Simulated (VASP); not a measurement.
Write the native input for VASP 6.6.1 that does the following.

```
Task                   : single point
Functional             : PBE
Potentials or basis    : VASP PAW PBE potentials, release 64 (O, Tl_d, F, C)
Cutoff                 : 520 eV
k mesh                 : 2 × 2 × 3
Occupations            : methfessel-paxton, width 0.15 eV
Spin                   : no spin polarisation
Dipole correction      : no
Further INCAR settings : ALGO = Normal; EDIFF = 1e-06; NBANDS = 82
```

The structure of Tl3CO3F lies in POSCAR:

```
Tl3CO3F
1.0
    7.2704800000     -0.6879580000     -0.3487150000
    1.0397130000      7.3453180000     -0.1265480000
    0.6391080000      0.2092800000      5.7774120000
O Tl F C
6 6 2 2
Direct
    0.5959754520      0.0469371796      0.4020669438
    0.3846189030      0.8793690924      0.5811497918
    0.9285046015      0.8494451770      0.1666677174
    0.2574634009      0.8217932359      0.1121146701
    0.1512221333      0.7739905146      0.5123758489
    0.2800793792      0.0642443720      0.2980337697
    0.8188429808      0.3012329883      0.1805260318
    0.9052805580      0.4946993206      0.6610721409
    0.3277098640      0.5513406641      0.8071154357
    0.0658081262      0.0536063153      0.8127235954
    0.5906217321      0.7005080364      0.2328920888
    0.4991412364      0.1238540102      0.8857517022
    0.2109622292      0.3048346477      0.5257011113
    0.8485820161      0.9371241641      0.5235942090
    0.4990231733      0.3374870447      0.4409275600
    0.6646817111      0.8055799078      0.7217340583
```

The input as run:

INCAR

```
PREC = Accurate ; ENCUT = 520
EDIFF = 1E-6 ; ISMEAR = 1
SIGMA = 0.15 ; LREAL = False
LASPH = True ; NELM = 120
ALGO = Normal ; ISIF = 2
LWAVE = False ; LCHARG = False
GGA = PE ; NBANDS = 82
GGA_COMPAT = False
```

KPOINTS

```
regular mesh
0
Gamma
  2 2 3
```

Potentials or basis: VASP PAW PBE potentials, release 64 (O, Tl_d, F, C).

Launch:

```console
$ cat potpaw_PBE.64/O/POTCAR potpaw_PBE.64/Tl_d/POTCAR potpaw_PBE.64/F/POTCAR potpaw_PBE.64/C/POTCAR > POTCAR
$ mpirun -np 1 vasp_std > vasp.out
```

It gave:

The pressure is -5.4 GPa and the largest force is 3.150 eV/Å. The band gap on the k mesh is zero (bands 68 and 69 overlap by 0.04 eV).

Caveat: the k points lie up to 0.43 Å⁻¹ apart; spin-orbit coupling is left out, which moves the levels of the heavy elements.

Run time: 14 min on 1 thread of Intel Xeon 8259CL, on a shared host, peak memory 0.45 GiB.
